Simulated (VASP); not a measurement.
A run of VASP 6.6.1:

Contents of INCAR:

```
PREC = Accurate ; ENCUT = 520
EDIFF = 1E-6 ; ISMEAR = 0
SIGMA = 0.15 ; LREAL = False
LASPH = True ; NELM = 150
ALGO = Normal ; ISIF = 2
LWAVE = False ; LCHARG = True
ISPIN = 2 ; MAGMOM = 0.5
LORBIT = 11 ; NUPDOWN = 0.5
LMAXMIX = 4 ; GGA = PE
LELF = True ; LVHAR = True
NBANDS = 16
```

The input KPOINTS:

```
regular mesh
0
Gamma
  20 20 20
```

File POSCAR:

```
Ti
1.0
    0.0000000000      2.0140264001      2.0140264001
    2.0140264001      0.0000000000      2.0140264001
    2.0140264001      2.0140264001      0.0000000000
Ti
1
Direct
    0.0000000000      0.0000000000      0.0000000000
```

Potentials or basis: VASP PAW PBE potentials, release 64 (Ti_sv).

Run with:

```sh
$ cat potpaw_PBE.64/Ti_sv/POTCAR > POTCAR
$ mpirun -np 1 vasp_std > vasp.out
```

Hardware: 1 thread of Intel(R) Xeon(R) 6975P-C (Granite Rapids), on a shared host.

Question: Estimate the wall time of this run.

Answer: Run time: 46 s on 1 thread of Intel(R) Xeon(R) 6975P-C (Granite Rapids), with other jobs on the host, peak memory 0.22 GiB. Counts: scf iterations 14, k points 256.
